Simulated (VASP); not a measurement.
Write the native input for VASP 6.6.1 that does the following.

```yaml
Task: single point
Functional: PBE
Dispersion: D3(BJ)
Potentials_or_basis: VASP PAW PBE potentials, release 64 (Mo_sv, S)
Cutoff: 520 eV
k_mesh: 15 × 15 × 15
Occupations: gaussian, width 0.1 eV
Spin: no spin polarisation
Dipole_correction: no
Further_INCAR_settings: ALGO = Normal; EDIFF = 1e-06; NBANDS = 20
```

The structure of MoS2 lies in POSCAR:

```
MoS2
1.0
    1.5671157427      0.9047746959      5.9549886302
   -1.5671157427      0.9047746959      5.9549886302
    0.0000000000     -1.8095493917      5.9549886302
Mo S
1 2
Direct
    0.0000000000      0.0000000000      0.0000000000
    0.7563704490      0.7563704490      0.7563704490
    0.2436295510      0.2436295510      0.2436295510
```

The input as run:

INCAR

```
SYSTEM = MoS2
PREC = Accurate
ENCUT = 520
EDIFF = 1E-6
ISMEAR = 0
SIGMA = 0.1
LREAL = .FALSE.
LASPH = .TRUE.
NELM = 60
ALGO = Normal
ISIF = 2
LWAVE = .FALSE.
LCHARG = .FALSE.
GGA = PE
IVDW = 12
NBANDS = 20
```

KPOINTS

```
Automatic mesh
0
G
  15 15 15
  0 0 0
```

Potentials or basis: VASP PAW PBE potentials, release 64 (Mo_sv, S).

Command:

```bash
$ cat potpaw_PBE.64/Mo_sv/POTCAR potpaw_PBE.64/S/POTCAR > POTCAR
$ mpirun -np 1 vasp_std > vasp.out
```

Results of the run:

- Pressure: -0.1 GPa
- Largest force: 0.009 eV/Å
- Band gap on the k mesh: zero (bands 13 and 14 overlap by 0.39 eV)
- Dispersion energy per atom: -0.450 eV

It took 5.7 min on 1 thread of Intel(R) Xeon(R) 6975P-C (Granite Rapids), with other jobs on the host, peak memory 0.55 GiB.
